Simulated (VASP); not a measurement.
Set up this calculation in VASP 6.6.1, as the native input.

- Task: single point
- Functional: r2SCAN
- Potentials or basis: VASP PAW PBE potentials, release 64 (Ti_sv, O)
- Cutoff: 520 eV
- k mesh: 10 × 10 × 10
- Occupations: gaussian, width 0.1 eV
- Spin: no spin polarisation
- Dipole correction: no
- Further INCAR settings: ALGO = Normal; EDIFF = 1e-07; NBANDS = 36

The system is TiO.

```
CELL_PARAMETERS angstrom
4.08667 0.00000 0.00000
0.00000 4.08667 0.00000
0.00000 0.00000 4.08667
ATOMIC_POSITIONS crystal
Ti 0.50000 0.50000 0.00000
Ti 0.00000 0.50000 0.50000
Ti 0.50000 0.00000 0.50000
O 0.00000 0.50000 0.00000
O 0.50000 0.00000 0.00000
O 0.00000 0.00000 0.50000
```

The input as run:

POSCAR

```
TiO
1.0
    4.0866680000      0.0000000000      0.0000000000
    0.0000000000      4.0866680000      0.0000000000
    0.0000000000      0.0000000000      4.0866680000
Ti O
3 3
Direct
    0.5000000000      0.5000000000      0.0000000000
    0.0000000000      0.5000000000      0.5000000000
    0.5000000000      0.0000000000      0.5000000000
    0.0000000000      0.5000000000      0.0000000000
    0.5000000000      0.0000000000      0.0000000000
    0.0000000000      0.0000000000      0.5000000000
```

INCAR.step1

```
ALGO = Normal
EDIFF = 1E-4
ENCUT = 520
GGA = PE
ISMEAR = 0
LASPH = True
LCHARG = False
LREAL = False
LWAVE = True
NBANDS = 36
NELM = 60
PREC = Accurate
SIGMA = 0.1
```

INCAR.step2

```
ALGO = Normal
EDIFF = 1E-7
ENCUT = 520
ISIF = 2
ISMEAR = 0
ISTART = 1
LASPH = True
LCHARG = False
LMIXTAU = True
LREAL = False
LWAVE = False
METAGGA = R2SCAN
NBANDS = 36
NELM = 60
PREC = Accurate
SIGMA = 0.1
```

KPOINTS

```
k-points
0
Gamma
  10 10 10
```

Potentials or basis: VASP PAW PBE potentials, release 64 (Ti_sv, O).

Command:

```bash
$ cat potpaw_PBE.64/Ti_sv/POTCAR potpaw_PBE.64/O/POTCAR > POTCAR
$ cp INCAR.step1 INCAR
$ mpirun -np 1 vasp_std > vasp.out
$ cp INCAR.step2 INCAR
$ mpirun -np 1 vasp_std > vasp.out
```

Results of the run:

```json
{
 "Pressure": "-3.7 GPa",
 "Band gap on the k mesh": "zero (bands 27 and 28 overlap by 1.87 eV)"
}
```

Caveat: the cell stands under tension; the PAW data sets were made with another functional, which shifts forces and pressure a little; semilocal functionals often make such compounds metallic where correlation or magnetic order opens a gap, which also shifts bond lengths.

It took 14 min on 1 thread of Intel Xeon 8259CL (shared host), peak memory 0.24 GiB.
